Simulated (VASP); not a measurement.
A run of VASP 6.6.1 is set up as follows.

Contents of INCAR:

```
PREC = Accurate ; ENCUT = 500
EDIFF = 1E-6 ; ISMEAR = 0
SIGMA = 0.01 ; LREAL = False
LASPH = True ; NELM = 120
ALGO = Normal ; ISIF = 2
LWAVE = False ; LCHARG = True
GGA = PE ; LELF = True
LVHAR = True ; NBANDS = 16
GGA_COMPAT = False
```

The input KPOINTS:

```
Automatic mesh
0
Gamma
  6 6 6
```

The input POSCAR:

```
AgCl
1.0
    0.0000000000      2.8334862203      2.8334862203
    2.8334862203      0.0000000000      2.8334862203
    2.8334862203      2.8334862203      0.0000000000
Ag Cl
1 1
Direct
    0.0000000000      0.0000000000      0.0000000000
    0.5000000000      0.5000000000      0.5000000000
```

Potentials or basis: VASP PAW PBE potentials, release 64 (Ag, Cl).

Run with:

```bash
$ cat potpaw_PBE.64/Ag/POTCAR potpaw_PBE.64/Cl/POTCAR > POTCAR
$ mpirun -np 1 vasp_std > vasp.out
```

(1) Estimate the band gap on the k mesh.

(2) What does it give for the pressure?

Answers

(1) 0.93 eV (least direct gap 2.99 eV).

(2) -1.2 GPa.
